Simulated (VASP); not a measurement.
# Be (Im-3m) in VASP: notebook

Runs on Be. Level: PBEsol. Tasks: single point.

All numbers are computed with VASP 6.6.1; they aren't measurements. Logs are shortened: lines on timing, memory, paths and dates and some standing lists are left out, and cuts for length are marked.

## (1) The cell of the first run

It takes space group Im-3m (No. 229, cubic). The conventional cell has a = 2.431 Å, b = 2.431 Å, c = 2.431 Å, α = 90.00°, β = 90.00°, γ = 90.00°. Be (site symmetry m-3m) has 14 Be at 2.11 to 2.43 Å within 2.8 Å.

This isn't the form of Be at room conditions, which is hcp.

## (2) Single point, PBEsol (strain -0.030 along x and y, -0.030 along z)

INCAR reads:

```
PREC = Accurate ; ENCUT = 520
EDIFF = 1E-6 ; ISMEAR = 0
SIGMA = 0.15 ; LREAL = False
LASPH = True ; NELM = 80
ALGO = Normal ; ISIF = 2
LWAVE = False ; LCHARG = True
GGA = PS ; LELF = True
LVHAR = True ; NBANDS = 7
```

KPOINTS reads:

```
Automatic mesh
0
Gamma
  26 26 26
```

POSCAR reads:

```
Be
1.0
   -1.2155273228      1.2155273228      1.2155273228
    1.2155273228     -1.2155273228      1.2155273228
    1.2155273228      1.2155273228     -1.2155273228
Be
1
Direct
    0.0000000000      0.0000000000      0.0000000000
```

Potentials or basis: VASP PAW PBE potentials, release 64 (Be).

On the command line:

```console
> cat potpaw_PBE.64/Be/POTCAR > POTCAR
> mpirun -np 1 vasp_std > vasp.out
```

OUTCAR:

```text
PREC = Accurate
   ENCUT = 520
   EDIFF = 1E-6
   ISMEAR = 0
   LREAL = False
   LASPH = True
   NELM = 80
   ISIF = 2
   GGA = PS

 ion  position               nearest neighbor table
   1  0.000  0.000  0.000-

  LATTYP: Found a body centered cubic cell.
 ALAT       =     2.4310546456

  Lattice vectors:

 A1 = (  -1.2155273228,   1.2155273228,   1.2155273228)
 A2 = (   1.2155273228,  -1.2155273228,   1.2155273228)
 A3 = (   1.2155273228,   1.2155273228,  -1.2155273228)

Analysis of symmetry for initial positions (statically):
=====================================================================
 Subroutine PRICEL returns:
 Original cell was already a primitive cell.

 Routine SETGRP: Setting up the symmetry group for a
 body centered cubic supercell.

 Subroutine GETGRP returns: Found 48 space group operations
 (whereof 48 operations were pure point group operations)
 out of a pool of 48 trial point group operations.

The static configuration has the point symmetry O_h .

Analysis of symmetry for dynamics (positions and initial velocities):
=====================================================================
 Subroutine PRICEL returns:
 Original cell was already a primitive cell.

 Routine SETGRP: Setting up the symmetry group for a
 body centered cubic supercell.

 Subroutine GETGRP returns: Found 48 space group operations
 (whereof 48 operations were pure point group operations)
 out of a pool of 48 trial point group operations.

The dynamic configuration has the point symmetry O_h .

 Subroutine INISYM returns: Found 48 space group operations
 (whereof 48 operations are pure point group operations),
 and found     1 'primitive' translations

----------------------------------------------------------------------------------------

                                     Primitive cell

  volume of cell :       7.1838

  direct lattice vectors                    reciprocal lattice vectors
    -1.215527323  1.215527323  1.215527323     0.000000000  0.411344106  0.411344106
     1.215527323 -1.215527323  1.215527323     0.411344106  0.000000000  0.411344106
     1.215527323  1.215527323 -1.215527323     0.411344106  0.411344106  0.000000000

  length of vectors
     2.105355081  2.105355081  2.105355081     0.581728414  0.581728414  0.581728414

  position of ions in fractional coordinates (direct lattice)
     0.000000000  0.000000000  0.000000000

  ion indices of the primitive-cell ions
   primitive index   ion index
                 1           1

----------------------------------------------------------------------------------------

 KPOINTS: Automatic mesh

Automatic generation of k-mesh.
 Grid dimensions read from file:
 generate k-points for:   26   26   26

 Generating k-lattice:

  Cartesian coordinates                     Fractional coordinates (reciprocal lattice)
     0.000000000  0.015820927  0.015820927     0.038461538  0.000000000  0.000000000
     0.015820927  0.000000000  0.015820927     0.000000000  0.038461538  0.000000000
     0.015820927  0.015820927  0.000000000     0.000000000  0.000000000  0.038461538

  Length of vectors
     0.022374170  0.022374170  0.022374170

  Shift w.r.t. Gamma in fractional coordinates (k-lattice)
     0.000000000  0.000000000  0.000000000

 Subroutine IBZKPT returns following result:
 ===========================================

 Found    511 irreducible k-points:

 Following reciprocal coordinates:
            Coordinates               Weight
  0.000000  0.000000  0.000000      1.000000
  0.038462  0.000000  0.000000     12.000000
  0.076923  0.000000  0.000000     12.000000
  0.115385  0.000000  0.000000     12.000000
  0.153846  0.000000  0.000000     12.000000
  0.192308  0.000000  0.000000     12.000000
[... 16 lines left out ...]
  0.346154  0.038462  0.000000     48.000000
  0.384615  0.038462  0.000000     48.000000
 [... further k-points ...]
   k-points           NKPTS =    511   k-points in BZ     NKDIM =    511   number of bands    NBANDS=      7
   number of dos      NEDOS =    301   number of ions     NIONS =      1
   total plane-waves  NPLWV =   4096
   dimension x,y,z NGX =    16 NGY =   16 NGZ =   16
   dimension x,y,z NGXF=    32 NGYF=   32 NGZF=   32
   ions per type =               1
   NGX,Y,Z   is equivalent  to a cutoff of  12.63, 12.63, 12.63 a.u.
   NGXF,Y,Z  is equivalent  to a cutoff of  25.27, 25.27, 25.27 a.u.
 SYSTEM =  unknown system
   PREC   = accura    normal or accurate (medium, high low for compatibility)
   ISTART =      0    job   : 0-new  1-cont  2-samecut
   ICHARG =      2    charge: 1-file 2-atom 10-const
   ISPIN  =      1    spin polarized calculation?
   LNONCOLLINEAR =      F non collinear calculations
   LSORBIT =      F    spin-orbit coupling
   LASPH  =      T    aspherical Exc in radial PAW
   ENCUT  =  520.0 eV  38.22 Ry    6.18 a.u.   3.91  3.91  3.91*2*pi/ulx,y,z
   NELM   =     80;   NELMIN=  2; NELMDL= -5     # of ELM steps
   EDIFF  = 0.1E-05   stopping-criterion for ELM
   LREAL  =      F    real-space projection
   EDIFFG = 0.1E-04   stopping-criterion for IOM
   NSW    =      0    number of steps for IOM
   IBRION =     -1    ionic relax: 0-MD 1-quasi-New 2-CG
   NFREE  =      0    steps in history (QN), initial steepest desc. (CG)
   ISIF   =      2    stress and relaxation
   ISYM   =      2    0-nonsym 1-usesym 2-fastsym
   POTIM  = 0.5000    time-step for ionic-motion
   TEBEG  =    0.0;   TEEND  =   0.0 temperature during run
   PSTRESS=    0.0 pullay stress
   NELECT =       2.0000    total number of electrons
   NUPDOWN=      -1.0000    fix difference up-down
   EMIN   =  10.00;   EMAX   =-10.00  energy-range for DOS
   EFERMI =   0.00;   METHOD = LEGACY
   ISMEAR =     0;   SIGMA  =   0.15  broadening in eV -4-tet -1-fermi 0-gaus
   EFERMI_NEDOS =   21; number of points for ismear=-14 and -15
   IALGO  =     38    algorithm
   IMIX   =      4    mixing-type and parameters
     AMIX     =   0.40;   BMIX     =  1.00
     AMIX_MAG =   1.60;   BMIX_MAG =  1.00
  volume/ion in A,a.u.               =       7.18        48.48
  Fermi-wavevector in a.u.,A,eV,Ry     =   1.068973  2.020066 15.547425  1.142703
  Thomas-Fermi vector in A             =   2.204638
   LORBIT       =      0    0 simple, 1 ext, 2 COOP (PROOUT), +10 PAW based schemes
   GGA     = PS    functional components
   LHFCALC =     F    Hartree Fock is set to
   AEXX    =    0.0000 exact exchange contribution
   IVDW    =     0    specifies the selected vdW correction
   LEPSILON=     F    determine dielectric tensor
   LRPA    =     F    only Hartree local field effects (RPA)
 non-spin polarized calculation
 Gauss-broadening in eV      SIGMA  =   0.15
  energy-cutoff  :      520.00
  volume of cell :        7.18
 maximum number of plane-waves:       204
   NGX =  7   NGY =  7   NGZ =  7

 number of electron       2.0000000 magnetization

 Free energy of the ion-electron system (eV)
  ---------------------------------------------------
  ext. energy  EPLUGINS =         0.00000000
  ---------------------------------------------------
  free energy    TOTEN  =        -3.88284528 eV

  energy without entropy =       -3.88218681  energy(sigma->0) =       -3.88251605

 E-fermi :   8.7103     XC(G=0): -10.9320

 val. band max:        8.7071760912   @ k =   0.3462   0.2692  -0.0000
 cond. band min:       8.7600779328   @ k =  -0.3846  -0.3846   0.0385
 fundamental gap:      0.0529018416
 Fermi energy:         8.7102842633

 k-point     1 :       0.0000    0.0000    0.0000
  band No.  band energies     occupation
      1      -4.0472      2.00000
      2      29.5708      0.00000
      3      29.5708      0.00000
      4      29.5708      0.00000
      5      41.2956      0.00000
      6      41.2956      0.00000
      7      41.2956      0.00000

 k-point     2 :       0.0385    0.0000    0.0000
  band No.  band energies     occupation
      1      -3.9938      2.00000
      2      29.2941      0.00000
      3      29.3314      0.00000
      4      29.5022      0.00000
      5      40.4959      0.00000
      6      40.5090      0.00000
      7      41.6806      0.00000

 k-point     3 :       0.0769    0.0000    0.0000
  band No.  band energies     occupation
      1      -3.8336      2.00000
      2      28.4422      0.00000
      3      28.6961      0.00000
      4      29.2993      0.00000
      5      38.7371      0.00000
      6      39.0827      0.00000
      7      42.2518      0.00000

 k-point     4 :       0.1154    0.0000    0.0000
  band No.  band energies     occupation
      1      -3.5664      2.00000
      2      27.0143      0.00000
      3      27.8317      0.00000
      4      28.9722      0.00000
      5      37.3244      0.00000
      6      37.6242      0.00000
      7      41.6911      0.00000

 k-point     5 :       0.1538    0.0000    0.0000
  band No.  band energies     occupation
      1      -3.1921      2.00000
      2      25.1293      0.00000
      3      26.8793      0.00000
      4      28.5426      0.00000
      5      36.2577      0.00000
      6      36.4432      0.00000
      7      41.4440      0.00000
[... 161 lines left out ...]
 k-point    22 :       0.3077    0.0385    0.0000
  band No.  band energies     occupation
      1      -0.1801      2.00000
      2      15.3731      0.00000
      3      23.0375      0.00000
      4      25.8243      0.00000
      5      32.3949      0.00000
      6      36.0893      0.00000
      7      43.5881      0.00000

 k-point    23 :       0.3462    0.0385    0.0000
  band No.  band energies     occupation
      1       0.7229      2.00000
      2      13.4498      0.00000
      3      22.5209      0.00000
      4      25.4089      0.00000
      5      31.8411      0.00000
      6      36.3554      0.00000
      7      44.5458      0.00000

 k-point    24 :       0.3846    0.0385    0.0000
  band No.  band energies     occupation
      1       1.6547      2.00000
      2      11.7419      0.00000
      3      22.1294      0.00000
      4      25.0864      0.00000
      5      31.4231      0.00000
      6      36.6274      0.00000
      7      45.5712      0.00000

 [... further k-points ...]

------------------------ aborting loop because EDIFF is reached ----------------------------------------

  FORCE on cell =-STRESS in cart. coord.  units (eV):
  Direction    XX          YY          ZZ          XY          YZ          ZX
  --------------------------------------------------------------------------------------
  -------------------------------------------------------------------------------------
  Total        0.4988257      0.4988257      0.4988257     -0.0000000      0.0000000      0.0000000
  in kB      111.2513411    111.2513411    111.2513411     -0.0000000      0.0000000      0.0000000
  external PRESSURE =     111.2513411 kB  Pullay stress =       0.0000000 kB

 VOLUME and BASIS-vectors are now :
 -----------------------------------------------------------------------------
  energy-cutoff  :      520.00
  volume of cell :        7.18
      direct lattice vectors                 reciprocal lattice vectors
    -1.215527323  1.215527323  1.215527323     0.000000000  0.411344106  0.411344106
     1.215527323 -1.215527323  1.215527323     0.411344106  0.000000000  0.411344106
     1.215527323  1.215527323 -1.215527323     0.411344106  0.411344106  0.000000000

 POSITION                                       TOTAL-FORCE (eV/Angst)
 -----------------------------------------------------------------------------------
      0.00000      0.00000      0.00000        -0.000000     -0.000000      0.000000
 -----------------------------------------------------------------------------------
    total drift:                               -0.000000     -0.000000     -0.000000

  FREE ENERGIE OF THE ION-ELECTRON SYSTEM (eV)
  ---------------------------------------------------
  free  energy   TOTEN  =        -3.8828452831 eV

  energy  without entropy=       -3.8821868139  energy(sigma->0) =       -3.88251605
```

It took 4.3 s on 1 thread of Intel Xeon 6975P-C (Granite Rapids), shared host; peak memory 0.12 GiB.

Results:

```
Free energy            : -3.8828 eV
Pressure               : 11.1 GPa
Band gap on the k mesh : zero (bands 1 and 2 overlap by 5.70 eV)
```

Levels at points of the mesh, in eV from the Fermi level:
```csv
k point,band 1,band 2,band 3,band 4
"(0.00, 0.00, 0.00)",-12.76,20.86,20.86,20.86
"(0.50, 0.00, 0.00)",-5.59,0.69,13.17,16.55
"(0.50, 0.50, 0.50)",4.26,4.26,4.26,10.28
```

Caveat: the cell differs from its parent crystal (strain -0.030 along x and y, -0.030 along z); the cell stands under pressure; the PAW data sets were made with another functional, which shifts forces and pressure a little.

## (3) Single point, PBEsol (strain +0.015 along x and y, +0.015 along z)

INCAR reads:

```
PREC = Accurate
ENCUT = 520
EDIFF = 1E-7
ISMEAR = 0
SIGMA = 0.15
LREAL = F
LASPH = T
NELM = 100
ALGO = Normal
ISIF = 2
LWAVE = F
LCHARG = F
GGA = PS
NBANDS = 7
```

KPOINTS reads:

```
regular mesh
0
Gamma
  26 26 26
```

POSCAR reads:

```
Be
1.0
   -1.2719177656      1.2719177656      1.2719177656
    1.2719177656     -1.2719177656      1.2719177656
    1.2719177656      1.2719177656     -1.2719177656
Be
1
Direct
    0.0000000000      0.0000000000      0.0000000000
```

Potentials or basis: VASP PAW PBE potentials, release 64 (Be).

On the command line:

```console
> cat potpaw_PBE.64/Be/POTCAR > POTCAR
> mpirun -np 1 vasp_std > vasp.out
```

Run time: 4.4 s. Hardware: 1 thread of Intel Xeon 6975P-C (Granite Rapids), shared host; peak memory 0.13 GiB.

The run converged. Its results:

```yaml
Free_energy: -3.8921 eV
Pressure: -6.6 GPa
Band_gap_on_the_k_mesh: zero (bands 1 and 2 overlap by 5.09 eV)
```

Levels at points of the mesh, in eV from the Fermi level:
| k point | band 1 | band 2 | band 3 | band 4 | band 5 | band 6 |
| --- | --- | --- | --- | --- | --- | --- |
| (0.00, 0.00, 0.00) | -11.96 | 18.66 | 18.66 | 18.66 | 29.84 | 29.84 |
| (0.50, 0.00, 0.00) | -5.05 | 0.27 | 11.81 | 14.93 | 19.84 | 25.32 |
| (0.50, 0.50, 0.50) | 3.82 | 3.82 | 3.82 | 9.59 | 9.59 | 17.42 |

Caveat: the cell differs from its parent crystal (strain +0.015 along x and y, +0.015 along z); the cell stands under tension; the PAW data sets were made with another functional, which shifts forces and pressure a little.

## (4) Single point, PBEsol (strain +0.030 along x and y, +0.030 along z)

INCAR reads:

```
ALGO = Normal
EDIFF = 1E-6
ENCUT = 520
GGA = PS
ISIF = 2
ISMEAR = 0
LASPH = T
LCHARG = F
LREAL = F
LWAVE = F
NBANDS = 7
NELM = 100
PREC = Accurate
SIGMA = 0.15
```

KPOINTS reads:

```
k-points
0
Gamma
  26 26 26
```

POSCAR reads:

```
Be
1.0
   -1.2907145798      1.2907145798      1.2907145798
    1.2907145798     -1.2907145798      1.2907145798
    1.2907145798      1.2907145798     -1.2907145798
Be
1
Direct
    0.0000000000      0.0000000000      0.0000000000
```

Potentials or basis: VASP PAW PBE potentials, release 64 (Be).

On the command line:

```console
> cat potpaw_PBE.64/Be/POTCAR > POTCAR
> mpirun -np 1 vasp_std > vasp.out
```

OUTCAR:

```text
EDIFF = 1E-6
   ENCUT = 520
   GGA = PS
   ISIF = 2
   ISMEAR = 0
   LASPH = T
   LREAL = F
   NELM = 100
   PREC = Accurate

 ion  position               nearest neighbor table
   1  0.000  0.000  0.000-

  LATTYP: Found a body centered cubic cell.
 ALAT       =     2.5814291596

  Lattice vectors:

 A1 = (  -1.2907145798,   1.2907145798,   1.2907145798)
 A2 = (   1.2907145798,  -1.2907145798,   1.2907145798)
 A3 = (   1.2907145798,   1.2907145798,  -1.2907145798)

Analysis of symmetry for initial positions (statically):
[... 418 lines left out ...]

 [... further k-points ...]

------------------------ aborting loop because EDIFF is reached ----------------------------------------

  FORCE on cell =-STRESS in cart. coord.  units (eV):
  Direction    XX          YY          ZZ          XY          YZ          ZX
  --------------------------------------------------------------------------------------
  -------------------------------------------------------------------------------------
  Total       -0.5762623     -0.5762623     -0.5762623      0.0000000      0.0000000      0.0000000
  in kB     -107.3445791   -107.3445791   -107.3445791      0.0000000      0.0000000      0.0000000
  external PRESSURE =    -107.3445791 kB  Pullay stress =       0.0000000 kB

 VOLUME and BASIS-vectors are now :
 -----------------------------------------------------------------------------
  energy-cutoff  :      520.00
  volume of cell :        8.60
      direct lattice vectors                 reciprocal lattice vectors
    -1.290714580  1.290714580  1.290714580     0.000000000  0.387382314  0.387382314
     1.290714580 -1.290714580  1.290714580     0.387382314  0.000000000  0.387382314
     1.290714580  1.290714580 -1.290714580     0.387382314  0.387382314  0.000000000

 POSITION                                       TOTAL-FORCE (eV/Angst)
 -----------------------------------------------------------------------------------
      0.00000      0.00000      0.00000         0.000000      0.000000     -0.000000
 -----------------------------------------------------------------------------------
    total drift:                                0.000000      0.000000      0.000000

  FREE ENERGIE OF THE ION-ELECTRON SYSTEM (eV)
  ---------------------------------------------------
  free  energy   TOTEN  =        -3.8719442887 eV

  energy  without entropy=       -3.8708893785  energy(sigma->0) =       -3.87141683
```

OSZICAR:

```text
N       E                     dE             d eps       ncg     rms          rms(c)
DAV:   1    -0.269004059802E+01   -0.26900E+01   -0.10993E+03  7693   0.233E+02
DAV:   2    -0.388087368261E+01   -0.11908E+01   -0.11462E+01 10143   0.250E+01
DAV:   3    -0.388285535020E+01   -0.19817E-02   -0.19815E-02  8036   0.891E-01
DAV:   4    -0.388285570738E+01   -0.35718E-06   -0.35775E-06 10878   0.126E-02
DAV:   5    -0.388285570792E+01   -0.53632E-09   -0.61351E-10  8190   0.642E-05    0.744E-01
DAV:   6    -0.387522941735E+01    0.76263E-02   -0.32230E-04  7889   0.189E-01    0.452E-01
DAV:   7    -0.387194892481E+01    0.32805E-02   -0.38077E-04  7623   0.195E-01    0.169E-02
DAV:   8    -0.387194377675E+01    0.51481E-05   -0.97299E-07  8638   0.907E-03    0.253E-03
DAV:   9    -0.387194428869E+01   -0.51194E-06   -0.99353E-08  6307   0.182E-03
   1 F= -.38719443E+01 E0= -.38714168E+01  d E =-.105491E-02
```

stdout:

```text
POSCAR found type information on POSCAR Be
 POSCAR found :  1 types and       1 ions
 scaLAPACK will be used
 -----------------------------------------------------------------------------
|                                                                             |
|                                                                             |
|     You enforced a specific xc type in the INCAR file but a different       |
|     I HOPE YOU KNOW WHAT YOU ARE DOING!                                     |
|                                                                             |
 -----------------------------------------------------------------------------

 LDA part: xc-table for (Slater+PW92), standard interpolation
 POSCAR, INCAR and KPOINTS ok, starting setup
 FFT: planning ... GRIDC
 FFT: planning ... GRID_SOFT
 FFT: planning ... GRID
 WAVECAR not read
 entering main loop
```

It took 8.4 s on 1 thread of Intel Xeon 6975P-C (Granite Rapids), shared host; peak memory 0.13 GiB.

What came out:

| Item | Value |
| --- | --- |
| Free energy | -3.8719 eV |
| Pressure | -10.7 GPa |
| Band gap on the k mesh | zero (bands 1 and 2 overlap by 4.91 eV) |

Caveat: the cell differs from its parent crystal (strain +0.030 along x and y, +0.030 along z); the cell stands under tension; the PAW data sets were made with another functional, which shifts forces and pressure a little.

## (5) Summary

| cell | gap on the mesh (eV) | pressure (GPa) |
| --- | --- | --- |
| a = 2.105 Å, angles 109.5°, 1 atom | none | 11.1 |
| a = 2.203 Å, angles 109.5°, 1 atom | none | -6.6 |
| a = 2.236 Å, angles 109.5°, 1 atom | none | -10.7 |

Alike in all rows: task single point; level PBEsol; potentials or basis VASP PAW PBE potentials, release 64 (Be); no spin polarisation; k mesh 26 × 26 × 26; cutoff (eV) 520; smearing gaussian 0.15 eV.

Caveats: the PAW data sets were made with another functional, which shifts forces and pressure a little; the cell stands under tension (at least some runs); the cell stands under pressure (at least some runs).

Absolute energies hang on the potentials; compare differences alone.

The gap in the log of VASP goes by the Fermi energy; the results here count the filled bands.